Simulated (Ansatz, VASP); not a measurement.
# Two plane-wave programs on ZnS

The input INCAR:

```
SYSTEM = ZnS
  PREC = Accurate
  ENCUT = 520
  EDIFF = 1E-6
  ISMEAR = 0
  SIGMA = 0.05
  LREAL = .FALSE.
  LASPH = .TRUE.
  NELM = 80
  ALGO = Normal
  ISIF = 2
  LWAVE = .FALSE.
  LCHARG = .TRUE.
  GGA = PE
  LELF = .TRUE.
  LVHAR = .TRUE.
  NBANDS = 16
```

The input KPOINTS:

```
regular mesh
0
G
  10 10 10
  0 0 0
```

Contents of POSCAR:

```
ZnS
1.0
    0.0000000000      2.6776035000      2.7046500000
    2.7316965000      0.0000000000      2.7046500000
    2.7316965000      2.6776035000      0.0000000000
Zn S
1 1
Direct
    0.0000000000      0.0000000000      0.0000000000
    0.7500000000      0.7500000000      0.7500000000
```

Input for Ansatz:

```yaml
crystal:
  lattice:
    - [0.0, 2.6776035, 2.70465]
    - [2.7316965, 0.0, 2.70465]
    - [2.7316965, 2.6776035, 0.0]
  atoms:
    - { symbol: Zn, position: [0.0, 0.0, 0.0] }
    - { symbol: S, position: [0.75, 0.75, 0.75] }
basis:
  ecutwfc: 420
kpoints:
  mp_grid: { grid: [10, 10, 10] }
hamiltonian:
  xc: pbe
scf:
  occupations: { method: gaussian, width: 0.05 }
output:
  forces: true
  stress: true
  eigenvalues: true
```

Change from the starting cell: strain +0.0100 x Voigt [1, -1, 0, 0, 0, 0], atoms carried along.

Alike in both runs: task single point; functional PBE; k mesh 10 × 10 × 10; occupations gaussian, width 0.05 eV; no spin polarisation.

|  | VASP | Ansatz |
| --- | --- | --- |
| version | VASP 6.6.1 | Ansatz 0.2.0 |
| potentials or method | VASP PAW PBE potentials, release 64 (Zn, S), cutoff 520 eV | scalar-relativistic, plane waves, PAW |
| valence electrons in the cell | 18 | 18 |

```tsv
	VASP	Ansatz	Ansatz less VASP
gap on the k mesh at the Fermi level (eV)	2.07	2.06	-0.005
least direct gap on the mesh (eV)	2.07	2.06	-0.005
pressure (GPa)	1.5	1.4	-0.16
traceless stress, the component that is largest in VASP (GPa)	-0.41	-0.41	-0.004
```

The functional is the same, so the differences come from potentials, cutoffs and numerics.
